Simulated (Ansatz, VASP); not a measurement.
**TaN in VASP and in Ansatz**

```
CELL_PARAMETERS angstrom
0.00000 2.15339 2.15339
2.15339 0.00000 2.15339
2.15339 2.15339 0.00000
ATOMIC_POSITIONS crystal
Ta 0.50000 0.50000 0.50000
N 0.00000 0.00000 0.00000
```

Alike in both runs: task single point; functional r2SCAN; k mesh 16 × 16 × 16; occupations gaussian, width 0.1 eV; no spin polarisation.

```csv
,VASP,Ansatz
version,VASP 6.6.1,Ansatz 0.2.0
potentials or method,"VASP PAW PBE potentials, release 64 (Ta_pv, N), cutoff 520 eV","scalar-relativistic, plane waves, PAW"
valence electrons in the cell,16,18
```

Ansatz gave:

```
gap on the k mesh at the Fermi level (eV) : none
pressure (GPa)                            : 24.9
```

Question: What did VASP give for the same quantities?

Answer: gap on the k mesh at the Fermi level (eV): none; pressure (GPa): 27.3.

VASP's potentials were made for PBE, not for r2SCAN. A gap of «none» marks a metal or a gap that the smearing closes. VASP's potentials hold 16 valence electrons a cell and Ansatz's 18, so a difference there can come from the potentials and not from the codes.

Spin-orbit coupling is off throughout.
